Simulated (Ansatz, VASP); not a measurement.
Si4F in VASP and in Ansatz

```
Si F
1.0
     4.89053    0.00000    0.00000
    -2.44527    4.23533    0.00000
     0.00000    0.00000    5.76420
Si F
4 1
Direct
  0.50000 0.00000 0.04815
  0.00000 0.50000 0.04815
  0.50000 0.50000 0.04815
  0.00000 0.00000 0.87990
  0.00000 0.00000 0.59765
```

Alike in both runs: functional PBE; k mesh 6 × 6 × 4; occupations gaussian, width 0.1 eV; no spin polarisation.

Ansatz relaxed the structure, and its values are those at the end. VASP's run is a single point on that final structure, the one shown.

```csv
,VASP,Ansatz
version,VASP 6.6.1,Ansatz 0.2.0
potentials or method,"VASP PAW PBE potentials, release 64 (Si, F_h), cutoff 1350 eV","scalar-relativistic, plane waves, PAW"
valence electrons in the cell,23,23
```

|  | VASP | Ansatz | Ansatz less VASP |
| --- | --- | --- | --- |
| gap on the k mesh at the Fermi level (eV) | none | none | - |
| pressure (GPa) | 0.0 | 0.0 | +0.05 |
| rms of the force components (eV/Å) | 0.038 | 0.010 | -0.0282 |

A gap of «none» marks a metal or a gap that the smearing closes. With one functional, cell and mesh, what is left measures potentials, basis and numerics.
